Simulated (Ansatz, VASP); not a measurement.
# Si2Mo: VASP beside Ansatz

```
Si Mo
1.0
    -3.19007    0.00000    0.00000
     0.00000   -3.19007    0.00000
     0.00000    0.00000   16.64277
Si Mo
8 4
Cartesian
  0.0000 0.0000 14.9980
  -1.5950 -1.5950 11.0873
  0.0000 0.0000 7.1766
  -1.5950 -1.5950 3.2659
  0.0000 0.0000 1.9353
  -1.5950 -1.5950 13.6674
  0.0000 0.0000 9.7567
  -1.5950 -1.5950 5.8460
  -1.5950 -1.5950 8.4666
  -3.1901 -3.1901 4.5560
  -1.5950 -1.5950 0.6453
  -3.1901 -3.1901 12.3773
```

Alike in both runs: task single point; functional PBEsol; k mesh 15 × 15 × 3; occupations gaussian, width 0.15 eV; no spin polarisation.

|  | VASP | Ansatz |
| --- | --- | --- |
| version | VASP 6.6.1 | Ansatz 0.2.0 |
| potentials or method | VASP PAW PBE potentials, release 64 (Si, Mo_sv), cutoff 520 eV | scalar-relativistic, plane waves, PAW |
| valence electrons in the cell | 88 | 88 |

Ansatz gave:

| Quantity | Value |
| --- | --- |
| gap on the k mesh at the Fermi level (eV) | none |
| pressure (GPa) | -5.0 |
| traceless stress, the component that is largest in VASP (GPa) | -3.75 |
| rms of the force components (eV/Å) | 0.459 |

Q: Estimate VASP's values.

A: gap on the k mesh at the Fermi level (eV): none; pressure (GPa): -4.7; traceless stress, the component that is largest in VASP (GPa): -3.75; rms of the force components (eV/Å): 0.462.

VASP's potentials were made for PBE, not for PBEsol. Atom by atom the forces differ by 0.005 eV/Å (rms over components). A gap of «none» marks a metal or a gap that the smearing closes. With one functional, cell and mesh, what is left measures potentials, basis and numerics.
